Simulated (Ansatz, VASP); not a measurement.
# One calculation of Cs, two programs

```
Cs
1.0
    -3.02159    3.02159    3.02159
     3.02159   -3.02159    3.02159
     3.02159    3.02159   -3.02159
Cs
1
Direct
  0.00000 0.00000 0.00000
```

Alike in both runs: functional PBE; dispersion D3(BJ); k mesh 10 × 10 × 10; occupations gaussian, width 0.1 eV; no spin polarisation.

Ansatz relaxed the structure, and its values are those at the end. VASP's run is a single point on that final structure, the one shown.

|  | VASP | Ansatz |
| --- | --- | --- |
| version | VASP 6.6.1 | Ansatz 0.2.0 |
| potentials or method | VASP PAW PBE potentials, release 64 (Cs_sv), cutoff 520 eV | scalar-relativistic, plane waves, PAW |
| valence electrons in the cell | 9 | 9 |

```csv
,VASP,Ansatz,Ansatz less VASP
gap on the k mesh at the Fermi level (eV),none,none,-
pressure (GPa),0.0,0.0,+0.01
```

A gap of «none» marks a metal or a gap that the smearing closes.

Neither program's run includes spin-orbit coupling.
